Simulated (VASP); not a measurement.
# NaCl: single point with LDA

Crystal: NaCl.

```
Na Cl
1.0
     2.71853    2.71853    0.00000
    -2.71853    2.71853    0.00000
     0.00000    2.71853    2.73892
Na Cl
1 1
Direct
  0.00000 0.00000 0.00000
  0.50000 0.50000 0.00000
```

This cell differs from its parent crystal: film at in-plane strain -0.005.

| Quantity | Value |
| --- | --- |
| Program | VASP 6.6.1 |
| Task | single point |
| Functional | LDA |
| Potentials or basis | VASP PAW LDA potentials, release 64 (Na_pv, Cl) |
| Cutoff | 520 eV |
| k mesh | 8 × 8 × 8 |
| Occupations | gaussian, width 0.01 eV |
| Spin | no spin polarisation |
| Dipole correction | no |
| Further INCAR settings | ALGO = Normal; EDIFF = 1e-06; NBANDS = 14 |

* Pressure: 0.3 GPa
* Band gap on the k mesh: 5.11 eV, direct

Stress tensor (GPa, compression positive):
```
 0.43  0.00  0.00
 0.00  0.43  0.00
 0.00  0.00 -0.01
```

Levels at points of the mesh, in eV from the valence-band top:
```csv
k point,band 5,band 6,band 7,band 8,band 9,band 10
"(0.00, 0.00, 0.00)",0.00,0.00,0.00,5.11,10.89,10.95
"(0.50, 0.00, 0.00)",-2.36,-0.35,-0.34,7.06,10.87,10.95
"(0.50, 0.50, 0.00)",-2.03,-0.75,-0.73,7.45,7.61,11.70
"(0.00, 0.00, 0.50)",-2.04,-0.72,-0.72,7.46,7.64,11.63
```

Run time: 57 s on 1 thread of AMD EPYC 7R13, with other jobs on the host, peak memory 0.13 GiB.

Caveat: the cell differs from its parent crystal (film at in-plane strain -0.005).
